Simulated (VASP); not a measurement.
A run of VASP 6.6.1 is set up as follows.

Contents of INCAR:

```
PREC = Accurate
ENCUT = 600
EDIFF = 1E-6
ISMEAR = 0
SIGMA = 0.01
LREAL = False
LASPH = True
NELM = 100
ALGO = Normal
ISIF = 3
LWAVE = False
LCHARG = False
GGA = PE
IBRION = 2
NSW = 80
EDIFFG = -0.005
```

The input KPOINTS:

```
regular mesh
0
Gamma
  10 10 10
```

The input POSCAR:

```
TiO2
1.0
   -1.8912698000      1.8912698000      4.8075108000
    1.8912698000     -1.8912698000      4.8075108000
    1.8912698000      1.8912698000     -4.8075108000
Ti O
2 4
Direct
    0.0000000000      0.0000000000      0.0000000000
    0.7500000000      0.2500000000      0.5000000000
    0.9571521200      0.4571521200      0.5000000000
    0.2071521200      0.2071521200      0.0000000000
    0.5428478800      0.0428478800      0.5000000000
    0.7928478800      0.7928478800      0.0000000000
```

Potentials or basis: VASP PAW PBE potentials, release 64 (Ti_sv, O).

Launch:

```sh
$ cat potpaw_PBE.64/Ti_sv/POTCAR potpaw_PBE.64/O/POTCAR > POTCAR
$ mpirun -np 1 vasp_std > vasp.out
```

(1) What does it give for the space group after relaxing (to 0.1 Å)?

(2) Estimate the band gap on the k mesh.

Answers

(1) I4_1/amd (No. 141).

(2) 2.11 eV (least direct gap 2.40 eV).
